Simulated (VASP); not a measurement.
Input of a VASP 6.6.1 run:

File INCAR:

```
SYSTEM = Sn2GeN2
PREC     = Accurate       ! precision mode
ENCUT    = 520            ! plane-wave cutoff, eV
EDIFF    = 1E-6           ! SCF threshold, eV
ISMEAR   = 0              ! smearing method
SIGMA    = 0.1            ! smearing width, eV
LREAL    = .FALSE.        ! projectors in reciprocal space
LASPH    = .TRUE.         ! aspherical terms in the spheres
NELM     = 60             ! most SCF steps
ALGO     = Normal         ! electronic algorithm
ISIF     = 2              ! what is computed and relaxed
LWAVE    = .FALSE.        ! write WAVECAR
LCHARG   = .FALSE.        ! write CHGCAR
GGA      = PE             ! functional
NBANDS   = 63             ! bands
```

Contents of KPOINTS:

```
regular mesh
0
G
  6 6 6
  0 0 0
```

Contents of POSCAR:

```
Sn2GeN2
1.0
    5.7531080003      0.0000000000      0.0000000000
   -2.8765540001      4.9823376789      0.0000000000
    0.0000000000      0.0000000000      7.2491809632
Sn Ge N
4 2 4
Direct
    0.3610198030      0.0000000000      0.0567987914
    0.0000000000      0.3610198030      0.0567987914
    0.6389801970      0.6389801970      0.0567987914
    0.0000000000      0.0000000000      0.6611833146
    0.3333333333      0.6666666667      0.5007800844
    0.6666666667      0.3333333333      0.5007800844
    0.0000000000      0.0000000000      0.2078179855
    0.3333333333      0.6666666667      0.2390940981
    0.6666666667      0.3333333333      0.2390940981
    0.0000000000      0.0000000000      0.3785896909
```

Potentials or basis: VASP PAW PBE potentials, release 64 (Sn_d, Ge_d, N).

Launch:

```console
$ cat potpaw_PBE.64/Sn_d/POTCAR potpaw_PBE.64/Ge_d/POTCAR potpaw_PBE.64/N/POTCAR > POTCAR
$ mpirun -np 1 vasp_std > vasp.out
```

(1) What does it give for the largest force?

(2) What does it give for the band gap on the k mesh?

(3) Estimate the pressure.

Results:

(1) 0.236 eV/Å.

(2) zero (bands 52 and 53 overlap by 1.11 eV).

(3) 0.0 GPa.

Caveat: the standard files for N, O and F lose accuracy on very short bonds; spin-orbit coupling is left out, which moves the levels of the heavy elements.
